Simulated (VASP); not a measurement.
Ni: single point with PBE

Ni:

```xyz
1
Lattice="-1.3837 1.3837 1.3837 1.3837 -1.3837 1.3837 1.3837 1.3837 -1.3837" Properties=species:S:1:pos:R:3 pbc="T T T"
Ni    0.0000    0.0000    0.0000
```

- Program: VASP 6.6.1
- Task: single point
- Functional: PBE
- Potentials or basis: VASP PAW PBE potentials, release 64 (Ni)
- Cutoff: 600 eV
- k mesh: 13 × 13 × 13
- Occupations: gaussian, width 0.016 eV
- Spin: collinear spin, ferromagnetic start
- Starting moments: [1.0] μB
- Dipole correction: no
- Further INCAR settings: ALGO = Normal; EDIFF = 1e-06; NBANDS = 15

```yaml
Pressure: 7.6 GPa
Net_moment: 0.59 μB per cell
Site_moments: Ni +0.60 μB
Valence_electrons_inside_the_program's_atomic_spheres: Ni 9.36
```

Levels at points of the mesh, in eV from the Fermi level:
Spin up:
```
           k point  band 2  band 3  band 4  band 5  band 6  band 7  band 8  band 9
(0.00, 0.00, 0.00)   -2.37   -2.37   -2.37   -0.90   -0.90   26.73   26.73   26.73
```
Spin down:
```csv
k point,band 3,band 4,band 5,band 6,band 7,band 8
"(0.00, 0.00, 0.00)",-1.66,-1.66,-0.39,-0.39,26.65,26.65
```

Run time: 19 s on 1 thread of AMD EPYC 9R45 96-Core Processor (Zen 5), with other jobs on the host, peak memory 0.12 GiB.
